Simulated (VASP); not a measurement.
Si2W (AlB2 type), 3 atoms in the cell. The structure is hexagonal, space group P6/mmm (No. 191). Conventional cell: a = 3.254 Å, b = 3.254 Å, c = 3.579 Å, α = 90.00°, β = 90.00°, γ = 120.00°. Within 3.4 Å of W (site symmetry 6/mmm) lie 12 Si at 2.59 Å and 6 W at 3.25 Å. Si (site symmetry -6m2) has 3 Si at 1.88 Å within 2.5 Å. 

* Program: VASP 6.6.1
* Task: relaxation of cell and atoms
* Functional: PBE
* Potentials or basis: VASP PAW PBE potentials, release 64 (W_sv, Si)
* Cutoff: 600 eV
* k mesh: 10 × 10 × 8
* Occupations: fermi-dirac, width 0.05 eV
* Spin: no spin polarisation
* Target pressure: 80 GPa
* Dipole correction: no
* Further INCAR settings: ALGO = Normal; EDIFF = 1e-07; IBRION = 2; EDIFFG = -0.005; NSW = 60; ISIF = 3

Potentials or basis: VASP PAW PBE potentials, release 64 (W_sv, Si).

The run is started by

```console
$ cat potpaw_PBE.64/W_sv/POTCAR potpaw_PBE.64/Si/POTCAR > POTCAR
$ mpirun -np 1 vasp_std > vasp.out
```

Hardware: 1 thread of AMD EPYC 9R45 96-Core Processor (Zen 5) (shared host).

**Question.** How long does it take, and how much memory?

**Answer.** It took 3.9 min on 1 thread of AMD EPYC 9R45 96-Core Processor (Zen 5) (shared host), peak memory 0.17 GiB. Counts: scf iterations 121, k points 70, ion steps 13.
